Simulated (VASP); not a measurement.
Write the native input for VASP 6.6.1 that does the following.

```yaml
Task: single point
Functional: PBE
Potentials_or_basis: VASP PAW PBE potentials, release 64 (Ba_sv, Sr_sv)
Cutoff: 520 eV
k_mesh: 6 × 6 × 2
Occupations: gaussian, width 0.1 eV
Spin: no spin polarisation
Dipole_correction: no
Further_INCAR_settings: ALGO = Fast; EDIFF = 1e-06; NBANDS = 39
```

The structure of BaSr2 lies in POSCAR:

```
BaSr2
1.0
    6.9205976074      0.0000000037      0.0000000000
   -3.4602988069      5.9934133355      0.0000000000
    0.0000000000      0.0000000000      8.2817318726
Ba Sr
2 4
Direct
    0.3333333333      0.6666666667      0.1954783624
    0.6666666667      0.3333333333      0.6954783624
    0.0000000000      0.0000000000      0.4454017587
    0.0000000000      0.0000000000      0.9454017587
    0.3333333333      0.6666666667      0.6956037989
    0.6666666667      0.3333333333      0.1956037989
```

The cell was generated, and may not be a known phase.

These files were run (other wordings do the same):

INCAR

```
PREC = Accurate ; ENCUT = 520
EDIFF = 1E-6 ; ISMEAR = 0
SIGMA = 0.1 ; LREAL = False
LASPH = True ; NELM = 100
ALGO = Fast ; ISIF = 2
LWAVE = False ; LCHARG = False
GGA = PE ; NBANDS = 39
```

KPOINTS

```
Automatic mesh
0
Gamma
  6 6 2
```

Potentials or basis: VASP PAW PBE potentials, release 64 (Ba_sv, Sr_sv).

The run is started by

```sh
$ cat potpaw_PBE.64/Ba_sv/POTCAR potpaw_PBE.64/Sr_sv/POTCAR > POTCAR
$ mpirun -np 1 vasp_std > vasp.out
```

It gave:

* Pressure: 0.1 GPa
* Band gap on the k mesh: zero (bands 30 and 31 overlap by 0.12 eV)

Caveat: the k points lie up to 0.38 Å⁻¹ apart; spin-orbit coupling is left out, which moves the levels of the heavy elements.

It took 21 min on 1 thread of Intel Xeon 8259CL, on a shared host, peak memory 0.55 GiB.
